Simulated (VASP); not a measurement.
Write the native input for VASP 6.6.1 that does the following.

- Task: single point
- Functional: PBE
- Potentials or basis: VASP PAW PBE potentials, release 64 (Os, Se)
- Cutoff: 520 eV
- k mesh: 10 × 10 × 10
- Occupations: gaussian, width 0.05 eV
- Spin: collinear spin
- Starting moments: [0.05, 0.0] μB
- Dipole correction: no
- Further INCAR settings: ALGO = Normal; EDIFF = 1e-06; NBANDS = 18

The structure of OsSe lies in POSCAR:

```
OsSe
1.0
    0.0000000000      2.7728853455      2.7728853455
    2.7728853455      0.0000000000      2.7728853455
    2.7728853455      2.7728853455      0.0000000000
Os Se
1 1
Direct
    0.0000000000      0.0000000000      0.0000000000
    0.2500000000      0.2500000000      0.2500000000
```

The input as run:

INCAR

```
SYSTEM = OsSe
ALGO = Normal
EDIFF = 1E-6
ENCUT = 520
GGA = PE
ISIF = 2
ISMEAR = 0
ISPIN = 2
LASPH = .TRUE.
LCHARG = .FALSE.
LMAXMIX = 4
LORBIT = 11
LREAL = .FALSE.
LWAVE = .FALSE.
MAGMOM = 0.05 0
NBANDS = 18
NELM = 150
PREC = Accurate
SIGMA = 0.05
```

KPOINTS

```
k-points
0
G
  10 10 10
  0 0 0
```

Potentials or basis: VASP PAW PBE potentials, release 64 (Os, Se).

Launch:

```sh
$ cat potpaw_PBE.64/Os/POTCAR potpaw_PBE.64/Se/POTCAR > POTCAR
$ mpirun -np 1 vasp_std > vasp.out
```

It gave:

The pressure is -2.1 GPa. The band gap on the k mesh is zero (filled and empty bands overlap), the net moment is 0.00 μB per cell and the valence electrons inside the program's atomic spheres are Os 7.24; Se 3.91.

Caveat: spin-orbit coupling is left out, which moves the levels of the heavy elements.

Wall time 100 s on 1 thread of AMD EPYC 7R13, on a shared host, peak memory 0.2 GiB.
